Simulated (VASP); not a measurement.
Wanted: the native input for a VASP 6.6.1 run.

| Item | Value |
| --- | --- |
| Task | single point |
| Functional | PBE |
| Potentials or basis | VASP PAW PBE potentials, release 64 (Ir, Au) |
| Cutoff | 520 eV |
| k mesh | 6 × 6 × 6 |
| Occupations | gaussian, width 0.1 eV |
| Spin | no spin polarisation |
| Dipole correction | no |
| Further INCAR settings | ALGO = Normal; EDIFF = 1e-06; NBANDS = 17 |

The structure of IrAu lies in POSCAR:

```
IrAu
1.0
    1.4434848600      0.8333963700      4.4974088500
   -1.4434848600      0.8333963700      4.4974088500
    0.0000000000     -1.6667927400      4.4974088500
Ir Au
1 1
Direct
    0.0000000000      0.0000000000      0.0000000000
    0.5000000000      0.5000000000      0.5000000000
```

The cell was generated, and may not be a known phase.

The input as run:

INCAR

```
SYSTEM = IrAu
PREC     = Accurate       ! precision mode
ENCUT    = 520            ! plane-wave cutoff, eV
EDIFF    = 1E-6           ! SCF threshold, eV
ISMEAR   = 0              ! smearing method
SIGMA    = 0.1            ! smearing width, eV
LREAL    = .FALSE.        ! projectors in reciprocal space
LASPH    = .TRUE.         ! aspherical terms in the spheres
NELM     = 100            ! most SCF steps
ALGO     = Normal         ! electronic algorithm
ISIF     = 2              ! what is computed and relaxed
LWAVE    = .FALSE.        ! write WAVECAR
LCHARG   = .TRUE.         ! write CHGCAR
GGA      = PE             ! functional
LELF     = .TRUE.         ! ELF
LVHAR    = .TRUE.       
NBANDS   = 17             ! bands
```

KPOINTS

```
regular mesh
0
G
  6 6 6
  0 0 0
```

Potentials or basis: VASP PAW PBE potentials, release 64 (Ir, Au).

Run with:

```bash
$ cat potpaw_PBE.64/Ir/POTCAR potpaw_PBE.64/Au/POTCAR > POTCAR
$ mpirun -np 1 vasp_std > vasp.out
```

Results of the run:

```json
{
  "Pressure": "-2.7 GPa",
  "Band gap on the k mesh": "zero (bands 10 and 11 overlap by 1.55 eV)"
}
```

Caveat: the k points lie up to 0.43 Å⁻¹ apart, too coarse for converged energies and pressures of a metal; spin-orbit coupling is left out, which moves the levels of the heavy elements.

Run time: 26 s on 1 thread of Intel(R) Xeon(R) Platinum 8124M CPU @ 3.00GHz (Skylake/Cascade Lake), on a shared host, peak memory 0.21 GiB.
